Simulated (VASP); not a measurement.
Crystal: Si2W.

```
CELL_PARAMETERS angstrom
-1.60690 1.60690 3.91495
1.60690 -1.60690 3.91495
1.60690 1.60690 -3.91495
ATOMIC_POSITIONS crystal
W 0.00000 0.00000 0.00000
Si 0.66530 0.66530 0.00000
Si 0.33470 0.33470 0.00000
```

Base run:

```yaml
Program: VASP 6.6.1
Functional: BLYP
Potentials_or_basis: VASP PAW PBE potentials, release 64 (W_sv, Si)
Cutoff: 520 eV
k_mesh: 12 × 12 × 12
Occupations: fermi-dirac, width 0.05 eV
Spin: no spin polarisation
```

Its results: band gap on the k mesh zero (bands 11 and 12 overlap by 1.28 eV); pressure 13.3 GPa; largest force 0.013 eV/Å.

The run is repeated on the same cell with these changes: functional from BLYP to r2SCAN. What comes out?

Band gap on the k mesh zero (bands 11 and 12 overlap by 1.34 eV); pressure -0.9 GPa; largest force 0.012 eV/Å.

Caveats: the PAW data sets were made with another functional, which shifts forces and pressure a little; spin-orbit coupling is left out, which moves the levels of the heavy elements; the cell stands under pressure (at least some runs).
